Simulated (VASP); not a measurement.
Runs of VASP 6.6.1 on TiC. The structure is that of space group I4/mmm (No. 139), or close to it. The cells are those of the table. 

| cell | gap on the mesh (eV) | pressure (GPa) |
| --- | --- | --- |
| a = 3.023, b = 3.023, c = 3.147 Å, angles 58.6, 58.6, 62.7°, 2 atoms | none | -2.6 |
| a = 3.408, b = 3.408, c = 2.673 Å, angles 66.9, 66.9, 46.2°, 2 atoms | none | 64.9 |
| a = 3.181, b = 3.181, c = 2.880 Å, angles 63.1, 63.1, 53.8°, 2 atoms | none | 9.4 |
| a = 2.980, b = 2.980, c = 3.533 Å, angles 53.6, 53.6, 72.7°, 2 atoms | none | (b) |
| a = 3.252, b = 3.252, c = 2.804 Å, angles 64.5, 64.5, 51.1°, 2 atoms | none | (a) |

Alike in all rows: task single point; level PBEsol; potentials or basis VASP PAW PBE potentials, release 64 (Ti_sv, C); no spin polarisation; k mesh 20 × 20 × 20; cutoff (eV) 520; smearing methfessel-paxton 0.1 eV.

Estimate the missing entries.

(a) 25.1; (b) 71.7.

Caveats: the PAW data sets were made with another functional, which shifts forces and pressure a little; the stress differs along the axes, from -15 to 23 GPa (at least some runs); the stress differs along the axes, from -32 to 113 GPa (at least some runs); the stress differs along the axes, from -32 to 30 GPa (at least some runs); the stress differs along the axes, from -25 to 266 GPa (at least some runs); the stress differs along the axes, from -35 to 55 GPa (at least some runs).

A gap of «none» marks levels without a gap at the run's occupations.
